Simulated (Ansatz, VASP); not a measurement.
AlIn3As4 in VASP and in Ansatz

INCAR

```
SYSTEM = AlIn3As4
ALGO = Normal
EDIFF = 1E-6
EDIFFG = -0.04
ENCUT = 600
GGA = PE
IBRION = 2
ISIF = 3
ISMEAR = 0
LASPH = .True.
LCHARG = .False.
LREAL = .False.
LWAVE = .False.
NELM = 80
NSW = 90
PREC = Accurate
SIGMA = 0.1
```

Contents of KPOINTS:

```
k-points
0
Gamma
  4 4 4
  0 0 0
```

Contents of POSCAR:

```
AlIn3As4
1.0
   -2.8624136000      2.8624136000      5.7248272000
    2.8624136000     -2.8624136000      5.7248272000
    2.8624136000      2.8624136000     -5.7248272000
Al In As
1 3 4
Direct
    0.0000000000      0.0000000000      0.0000000000
    0.2500000000      0.7500000000      0.5000000000
    0.5000000000      0.5000000000      0.0000000000
    0.7500000000      0.2500000000      0.5000000000
    0.1250000000      0.1250000000      0.5000000000
    0.3750000000      0.8750000000      0.0000000000
    0.6250000000      0.6250000000      0.5000000000
    0.8750000000      0.3750000000      0.0000000000
```

Input for Ansatz:

```yaml
crystal:
  lattice:
    - [-2.8624136, 2.8624136, 5.7248272]
    - [2.8624136, -2.8624136, 5.7248272]
    - [2.8624136, 2.8624136, -5.7248272]
  atoms:
    - { symbol: Al, position: [0.0, 0.0, 0.0] }
    - { symbol: In, position: [0.25, 0.75, 0.5] }
    - { symbol: In, position: [0.5, 0.5, 0.0] }
    - { symbol: In, position: [0.75, 0.25, 0.5] }
    - { symbol: As, position: [0.125, 0.125, 0.5] }
    - { symbol: As, position: [0.375, 0.875, 0.0] }
    - { symbol: As, position: [0.625, 0.625, 0.5] }
    - { symbol: As, position: [0.875, 0.375, 0.0] }
basis:
  ecutwfc: 420
kpoints:
  mp_grid: { grid: [4, 4, 4] }
hamiltonian:
  xc: pbe
scf:
  occupations: { method: gaussian, width: 0.1 }
  lower_state_search: "off"
output:
  forces: true
  stress: true
  eigenvalues: true
relax:
  adjacent_minimum: "off"
  f_tol: 0.04
  max_steps: 70
  cell: { stress_tol: 0.4 }
```

Alike in both runs: task relaxation of cell and atoms; functional PBE; k mesh 4 × 4 × 4; occupations gaussian, width 0.1 eV; no spin polarisation.

|  | VASP | Ansatz |
| --- | --- | --- |
| version | VASP 6.6.1 | Ansatz 0.2.0 |
| potentials or method | VASP PAW PBE potentials, release 64 (Al, In_d, As), cutoff 600 eV | scalar-relativistic, plane waves, PAW |
| valence electrons in the cell | 62 | 102 |

```csv
,VASP,Ansatz,Ansatz less VASP
"gap on the k mesh at the Fermi level, each at its own relaxed structure (eV)",none,none,-
relaxed volume (Å³/atom),27.98,27.86,-0.121
relaxed length of the cell vector where the two differ most in proportion (Å),7.434,7.423,-0.0112
```

A gap of «none» marks a metal or a gap that the smearing closes. VASP's potentials hold 62 valence electrons a cell and Ansatz's 102, so a difference there can come from the potentials and not from the codes.

The k mesh is coarse, so the values compare programs but aren't converged. Noted on VASP's run: the volume moved by over 15 % at a fixed basis, so the end points are rough.
